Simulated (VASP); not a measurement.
# SnO2 (C2/m) in VASP: notebook, part 2 of 4

VASP 6.6.1. Earlier steps stand in the parts before.

## 3. Single point, PBE+D3(BJ)

This run uses another cell than the first one, of the same volume but with other edges.

The input, INCAR:

```
SYSTEM = SnO2
PREC = Accurate
ENCUT = 520
EDIFF = 1E-6
ISMEAR = 0
SIGMA = 0.05
LREAL = .FALSE.
LASPH = .TRUE.
NELM = 60
ALGO = Normal
ISIF = 2
LWAVE = .FALSE.
LCHARG = .FALSE.
GGA = PE
IVDW = 12
NBANDS = 49
```

The input, KPOINTS:

```
Automatic mesh
0
G
  9 9 2
  0 0 0
```

The input, POSCAR:

```
SnO2
1.0
   -3.2372529198      0.0000000000      0.0000000000
   -1.6186264599     -2.8035432670      0.0000000000
   -3.8847035037     -2.2428346137     12.8754773976
Sn O
3 6
Direct
    0.2666800000      0.2666800000      0.4999833333
    0.8666800000     -0.1333200000      0.1666500000
   -0.3333200000     -0.3333200000      0.8333166667
    0.4717999852      0.4717999852      0.2435833518
    0.2717999852     -0.7282000148      0.9102500185
   -0.1282000148     -0.1282000148      0.5769166852
    0.0615600148      0.0615600148      0.7563833148
    0.6615600148     -0.3384399852      0.4230499815
    0.2615600148      0.2615600148      0.0897166482
```

Potentials or basis: VASP PAW PBE potentials, release 64 (Sn_d, O).

Launch:

```bash
$ cat potpaw_PBE.64/Sn_d/POTCAR potpaw_PBE.64/O/POTCAR > POTCAR
$ mpirun -np 1 vasp_std > vasp.out
```

OUTCAR:

```text
SYSTEM = SnO2
   PREC = Accurate
   ENCUT = 520
   EDIFF = 1E-6
   ISMEAR = 0
   LREAL = .FALSE.
   LASPH = .TRUE.
   NELM = 60
   ISIF = 2
   GGA = PE
   IVDW = 12
 IVDW          = 12

 ion  position               nearest neighbor table
   1  0.267  0.267  0.500-   8 2.12   8 2.12   8 2.12   6 2.12   6 2.12   6 2.12
   2  0.867  0.867  0.167-   9 2.12   4 2.12   9 2.12   4 2.12   9 2.12   4 2.12
   3  0.667  0.667  0.833-   5 2.12   5 2.12   5 2.12   7 2.12   7 2.12   7 2.12
   4  0.472  0.472  0.244-   2 2.12   2 2.12   2 2.12
   5  0.272  0.272  0.910-   3 2.12   3 2.12   3 2.12
   6  0.872  0.872  0.577-   1 2.12   1 2.12   1 2.12
   7  0.062  0.062  0.756-   3 2.12   3 2.12   3 2.12
   8  0.662  0.662  0.423-   1 2.12   1 2.12   1 2.12
   9  0.262  0.262  0.090-   2 2.12   2 2.12   2 2.12

  LATTYP: Found a base centered monoclinic cell.
 ALAT       =     5.6070865340
 B/A-ratio  =     0.5773502692
 C/A-ratio  =     2.3049798098
 COS(beta)  =    -0.0867686559

  Lattice vectors:

 A1 = (  -3.2372529198,   0.0000000000,   0.0000000000)
 A2 = (  -1.6186264599,  -2.8035432670,   0.0000000000)
 A3 = (   0.9711758760,   0.5607086533,  12.8754773976)

Analysis of symmetry for initial positions (statically):
=====================================================================
 Subroutine PRICEL returns:
 Original cell was already a primitive cell.

 Routine SETGRP: Setting up the symmetry group for a
 base centered monoclinic supercell.

 Subroutine GETGRP returns: Found  4 space group operations
 (whereof  2 operations were pure point group operations)
 out of a pool of  4 trial point group operations.

The static configuration has the point symmetry C_1h.
 The point group associated with its full space group is C_2h.

Analysis of symmetry for dynamics (positions and initial velocities):
=====================================================================
[... 149 lines left out ...]
   LORBIT       =      0    0 simple, 1 ext, 2 COOP (PROOUT), +10 PAW based schemes
   GGA     = PE    functional components
   LHFCALC =     F    Hartree Fock is set to
   AEXX    =    0.0000 exact exchange contribution
   IVDW    =    12    specifies the selected vdW correction
   LEPSILON=     F    determine dielectric tensor
   LRPA    =     F    only Hartree local field effects (RPA)
 non-spin polarized calculation
 Gauss-broadening in eV      SIGMA  =   0.05
  energy-cutoff  :      520.00
  volume of cell :      116.85
 maximum number of plane-waves:      3192
   NGX = 13   NGY = 13   NGZ = 51

 number of electron      78.0000004 magnetization

 Free energy of the ion-electron system (eV)
  ---------------------------------------------------
  ext. energy  EPLUGINS =         0.00000000
  ---------------------------------------------------
  free energy    TOTEN  =       -54.20309276 eV

  energy without entropy =      -54.20309276  energy(sigma->0) =      -54.20309276

 E-fermi :   5.4004     XC(G=0): -10.7227

 val. band max:        5.1550463935   @ k =  -0.2222   0.2222   0.0000
 cond. band min:       6.4268121908   @ k =   0.0000   0.0000   0.0000
 fundamental gap:      1.2717657973
 Fermi energy:         5.4004073018

 k-point     1 :       0.0000    0.0000    0.0000
  band No.  band energies     occupation
      1     -15.3801      2.00000
      2     -15.3754      2.00000
      3     -15.3456      2.00000
      4     -15.1256      2.00000
      5     -15.1254      2.00000
      6     -15.1254      2.00000
[... 1237 lines left out ...]
     48      15.3411      0.00000
     49      16.1005      0.00000

 [... further k-points ...]

------------------------ aborting loop because EDIFF is reached ----------------------------------------

 Edisp (eV)   -1.80971

 E8    (eV) :    -0.7198

  FORCE on cell =-STRESS in cart. coord.  units (eV):
  Direction    XX          YY          ZZ          XY          YZ          ZX
  --------------------------------------------------------------------------------------
  -------------------------------------------------------------------------------------
  Total       0.48424     0.17291     2.77695     0.26962    -0.54798    -0.94912
  in kB       6.63933     2.37077    38.07428     3.69668    -7.51321   -13.01326
  external pressure =       15.69 kB  Pullay stress =        0.00 kB

 VOLUME and BASIS-vectors are now :
 -----------------------------------------------------------------------------
  energy-cutoff  :      520.00
  volume of cell :      116.85
      direct lattice vectors                 reciprocal lattice vectors
    -3.237252920  0.000000000  0.000000000    -0.308903884  0.178345741 -0.062133618
    -1.618626460 -2.803543267  0.000000000     0.000000000 -0.356691481 -0.062133618
    -3.884703504 -2.242834614 12.875477398     0.000000000  0.000000000  0.077667023

 POSITION                                       TOTAL-FORCE (eV/Angst)
 -----------------------------------------------------------------------------------
     -3.23725     -1.86903      6.43752         0.000000     -0.000000      0.000000
     -4.85588     -2.80354      2.14570        -0.008460     -0.004884      0.316078
     -6.47451     -3.73806     10.72935         0.008460      0.004884     -0.316078
     -3.23725     -1.86903      3.13625        -0.017752     -0.010249      0.050987
     -4.85588     -2.80354     11.71990         0.344674      0.198998     -0.498169
     -6.47451     -3.73806      7.42808         0.000341      0.000197      0.056717
     -3.23725     -1.86903      9.73880         0.017752      0.010249     -0.050987
     -4.85588     -2.80354      5.44697        -0.000341     -0.000197     -0.056717
     -1.61863     -0.93451      1.15514        -0.344674     -0.198998      0.498169
 -----------------------------------------------------------------------------------
    total drift:                               -0.000038     -0.000022     -0.000029

  FREE ENERGIE OF THE ION-ELECTRON SYSTEM (eV)
  ---------------------------------------------------
  free  energy   TOTEN  =       -56.0128066022 eV

  energy  without entropy=      -56.0128066022  energy(sigma->0) =      -56.01280660
```

stdout:

```text
POSCAR found type information on POSCAR SnO
 POSCAR found :  2 types and       9 ions
 scaLAPACK will be used
 LDA part: xc-table for (Slater+PW92), standard interpolation
 POSCAR, INCAR and KPOINTS ok, starting setup
 FFT: planning ... GRIDC
 FFT: planning ... GRID_SOFT
 FFT: planning ... GRID
 WAVECAR not read
 entering main loop
```

It took 2.8 min on 1 thread of AMD EPYC 9R45 (Zen 5), shared host; peak memory 0.34 GiB.

What came out:

```
Free energy                : -56.0128 eV
Pressure                   : 1.6 GPa
Largest force              : 0.638 eV/Å
Band gap on the k mesh     : 1.27 eV, indirect (least direct gap 1.39 eV)
Dispersion energy per atom : -0.201 eV
```

Forces in eV/Å, atoms in the order of the input:
```
Sn   0.000  0.000  0.000
Sn  -0.008 -0.005  0.316
Sn   0.008  0.005 -0.316
O   -0.018 -0.010  0.051
O    0.345  0.199 -0.498
O    0.000  0.000  0.057
O    0.018  0.010 -0.051
O    0.000  0.000 -0.057
O   -0.345 -0.199  0.498
```

Caveat: spin-orbit coupling is left out, which moves the levels of the heavy elements. A k mesh can miss the band edges.

## 4. Single point, PBE+D3(BJ)

This run uses another cell than the first one, of the same volume but with other edges.

The input, INCAR:

```
PREC = Accurate
ENCUT = 520
EDIFF = 1E-6
ISMEAR = 0
SIGMA = 0.05
LREAL = False
LASPH = True
NELM = 60
ALGO = Normal
ISIF = 2
LWAVE = False
LCHARG = False
GGA = PE
IVDW = 12
NBANDS = 49
```

The input, KPOINTS:

```
regular mesh
0
Gamma
  9 9 2
```

The input, POSCAR:

```
SnO2
1.0
   -3.2372529198      0.0000000000      0.0000000000
   -1.6186264599     -2.8035432670      0.0000000000
   -0.9711758759     -0.5607086535     12.8754773976
Sn O
3 6
Direct
    0.5666700000      0.5666700000      0.4999833333
    0.9666700000     -0.0333300000      0.1666500000
    0.1666700000      0.1666700000      0.8333166667
    0.6179499963      0.6179499963      0.2435833518
    0.8179499963     -0.1820500037      0.9102500185
    0.2179499963      0.2179499963      0.5769166852
    0.5153900037      0.5153900037      0.7563833148
    0.9153900037     -0.0846099963      0.4230499815
    0.3153900037      0.3153900037      0.0897166482
```

Launch:

```bash
$ cat potpaw_PBE.64/Sn_d/POTCAR potpaw_PBE.64/O/POTCAR > POTCAR
$ mpirun -np 1 vasp_std > vasp.out
```

Wall time 2.5 min (1 thread of AMD EPYC 9R45 (Zen 5), shared host); peak memory 0.33 GiB.

Results (log left out):

```yaml
Free_energy: -56.2138 eV
Pressure: 0.9 GPa
Largest_force: 0.167 eV/Å
Band_gap_on_the_k_mesh: 1.51 eV, indirect (least direct gap 1.51 eV)
Dispersion_energy_per_atom: -0.201 eV
```

Forces on the atoms (eV/Å):
```
Sn   0.000  0.000  0.000
Sn   0.046  0.027  0.158
Sn  -0.046 -0.027 -0.158
O    0.011  0.006  0.055
O    0.032  0.018  0.001
O    0.000  0.000  0.056
O   -0.011 -0.006 -0.055
O    0.000  0.000 -0.056
O   -0.032 -0.018 -0.001
```

Stress tensor (GPa, compression positive):
```
 0.34 -0.50  0.26
-0.50  0.92  0.15
 0.26  0.15  1.33
```

Levels at points of the mesh, in eV from the valence-band top:
| k point | band 37 | band 38 | band 39 | band 40 | band 41 | band 42 |
| --- | --- | --- | --- | --- | --- | --- |
| (0.00, 0.00, 0.00) | -1.13 | -1.09 | -0.01 | 1.51 | 3.03 | 3.04 |
| (0.00, 0.00, 0.50) | -1.08 | -0.64 | -0.61 | 2.13 | 2.16 | 3.43 |

Caveat: spin-orbit coupling is left out, which moves the levels of the heavy elements.

[end of part 2 of 4]
